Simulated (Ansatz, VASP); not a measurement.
# Na2Al2O: VASP beside Ansatz

```
Na Al O
1.0
     4.56817    0.00000    0.00000
    -2.28408    3.95615    0.00000
     0.00000    0.00000    5.02849
Na Al O
2 2 1
Direct
  0.33333 0.66667 0.14457
  0.66667 0.33333 0.14457
  0.33333 0.66667 0.65819
  0.66667 0.33333 0.65819
  0.00000 0.00000 0.17957
```

Alike in both runs: task single point; functional PBE; k mesh 6 × 6 × 4; occupations gaussian, width 0.1 eV; no spin polarisation.

```csv
,VASP,Ansatz
version,VASP 6.6.1,Ansatz 0.2.0
potentials or method,"VASP PAW PBE potentials, release 64 (Na_pv, Al, O), cutoff 520 eV","scalar-relativistic, plane waves, PAW"
valence electrons in the cell,26,30
```

|  | VASP | Ansatz | Ansatz less VASP |
| --- | --- | --- | --- |
| gap on the k mesh at the Fermi level (eV) | none | none | - |
| pressure (GPa) | 5.2 | 5.2 | -0.01 |
| traceless stress, the component that is largest in VASP (GPa) | 21.07 | 21.01 | -0.054 |
| rms of the force components (eV/Å) | 0.314 | 0.313 | -0.0014 |

Atom by atom the forces differ by 0.001 eV/Å (rms over components). A gap of «none» marks a metal or a gap that the smearing closes. With one functional, cell and mesh, what is left measures potentials, basis and numerics. VASP's potentials hold 26 valence electrons a cell and Ansatz's 30, so a difference there can come from the potentials and not from the codes.
